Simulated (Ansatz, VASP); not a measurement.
# One calculation of GaN, two programs

```
CELL_PARAMETERS angstrom
0.00000 6.82272 -6.82272
6.82272 6.82272 0.00000
6.82272 0.00000 -6.82272
ATOMIC_POSITIONS crystal
Ga 0.33333 0.66667 0.66667
Ga 0.33333 0.00000 0.66667
Ga 0.33333 0.33333 0.66667
Ga 0.00000 0.66667 0.66667
Ga 0.00000 0.00000 0.66667
Ga 0.00000 0.33333 0.66667
Ga 0.66667 0.66667 0.66667
Ga 0.66667 0.00000 0.66667
Ga 0.66667 0.33333 0.66667
Ga 0.33333 0.66667 0.33333
Ga 0.33333 0.00000 0.33333
Ga 0.33333 0.33333 0.33333
Ga 0.00000 0.66667 0.33333
Ga 0.00000 0.00000 0.33333
Ga 0.00000 0.33333 0.33333
Ga 0.66667 0.66667 0.33333
Ga 0.66667 0.00000 0.33333
Ga 0.66667 0.33333 0.33333
Ga 0.33333 0.66667 0.00000
Ga 0.33333 0.00000 0.00000
Ga 0.33333 0.33333 0.00000
Ga 0.00000 0.66667 0.00000
Ga 0.00000 0.00000 0.00000
Ga 0.00000 0.33333 0.00000
Ga 0.66667 0.66667 0.00000
Ga 0.66667 0.00000 0.00000
Ga 0.66667 0.33333 0.00000
N 0.41667 0.75000 0.41667
N 0.41667 0.08333 0.41667
N 0.41667 0.41667 0.41667
N 0.08333 0.75000 0.41667
N 0.08333 0.08333 0.41667
N 0.08333 0.41667 0.41667
N 0.75000 0.75000 0.41667
N 0.75000 0.08333 0.41667
N 0.75000 0.41667 0.41667
N 0.41667 0.75000 0.08333
N 0.41667 0.08333 0.08333
N 0.41667 0.41667 0.08333
N 0.08333 0.75000 0.08333
N 0.08333 0.08333 0.08333
N 0.08333 0.41667 0.08333
N 0.75000 0.75000 0.08333
N 0.75000 0.08333 0.08333
N 0.75000 0.41667 0.08333
N 0.41667 0.75000 0.75000
N 0.41667 0.08333 0.75000
N 0.41667 0.41667 0.75000
N 0.08333 0.75000 0.75000
N 0.08333 0.08333 0.75000
N 0.08333 0.41667 0.75000
N 0.75000 0.75000 0.75000
N 0.75000 0.08333 0.75000
N 0.75000 0.41667 0.75000
```

Alike in both runs: task single point; functional PBE; k mesh 1 × 1 × 1; occupations gaussian, width 0.01 eV; no spin polarisation.

```csv
,VASP,Ansatz
version,VASP 6.6.1,Ansatz 0.2.0
potentials or method,"VASP PAW PBE potentials, release 64 (Ga_d, N), cutoff 520 eV","scalar-relativistic, plane waves, PAW"
valence electrons in the cell,486,486
```

|  | VASP | Ansatz | Ansatz less VASP |
| --- | --- | --- | --- |
| gap on the k mesh at the Fermi level (eV) | 1.48 | 1.47 | -0.006 |
| least direct gap on the mesh (eV) | 1.48 | 1.47 | -0.006 |
| pressure (GPa) | 0.4 | 0.3 | -0.10 |

The k mesh is coarse, so the values compare programs but aren't converged.
